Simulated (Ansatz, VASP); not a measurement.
CuI in VASP and in Ansatz

The input POSCAR:

```
CuI
1.0
    3.7331998090      0.0000000000      0.0000000000
    0.0000000000      3.7331998090      0.0000000000
    0.0000000000      0.0000000000      3.7331998090
Cu I
1 1
Direct
    0.0000000000      0.0000000000      0.0000000000
    0.5000000000      0.5000000000      0.5000000000
```

INCAR.step1

```
SYSTEM = CuI
PREC = Accurate
ENCUT = 520
ISMEAR = -1
SIGMA = 0.02
LREAL = .FALSE.
LASPH = .TRUE.
NELM = 100
NBANDS = 16
GGA = PE
ALGO = Normal
EDIFF = 1E-4
LWAVE = .TRUE.
LCHARG = .FALSE.
```

The input INCAR.step2:

```
SYSTEM = CuI
PREC = Accurate
ENCUT = 520
EDIFF = 1E-6
ISMEAR = -1
SIGMA = 0.02
LREAL = .FALSE.
LASPH = .TRUE.
NELM = 100
ALGO = Normal
ISIF = 2
LWAVE = .FALSE.
LCHARG = .FALSE.
METAGGA = R2SCAN
LMIXTAU = .TRUE.
NBANDS = 16
ISTART = 1
```

File KPOINTS:

```
Automatic mesh
0
G
  6 6 6
  0 0 0
```

Input for Ansatz:

```yaml
crystal:
  lattice:
    - [3.733199809, 0.0, 0.0]
    - [0.0, 3.733199809, 0.0]
    - [0.0, 0.0, 3.733199809]
  atoms:
    - { symbol: Cu, position: [0.0, 0.0, 0.0] }
    - { symbol: I, position: [0.5, 0.5, 0.5] }
kpoints:
  mp_grid: { grid: [6, 6, 6] }
hamiltonian:
  xc: r2scan
scf:
  occupations: { method: fermi_dirac, width: 0.02 }
  n_extra_bands: 4
output:
  forces: true
  stress: true
  eigenvalues: true
```

Alike in both runs: task single point; functional r2SCAN; k mesh 6 × 6 × 6; occupations fermi-dirac, width 0.02 eV; no spin polarisation.

```csv
,VASP,Ansatz
version,VASP 6.6.1,Ansatz 0.2.0
potentials or method,"VASP PAW PBE potentials, release 64 (Cu, I)","plane waves, PAW"
plane-wave cutoff (eV),520,500
valence electrons in the cell,18,36
```

|  | VASP | Ansatz | Ansatz less VASP |
| --- | --- | --- | --- |
| pressure (GPa) | -1.8 | -1.8 | 0.00 |

VASP's potentials were made for PBE, not for r2SCAN. VASP's potentials hold 18 valence electrons a cell and Ansatz's 36, so a difference there can come from the potentials and not from the codes.

Neither program's run includes spin-orbit coupling.
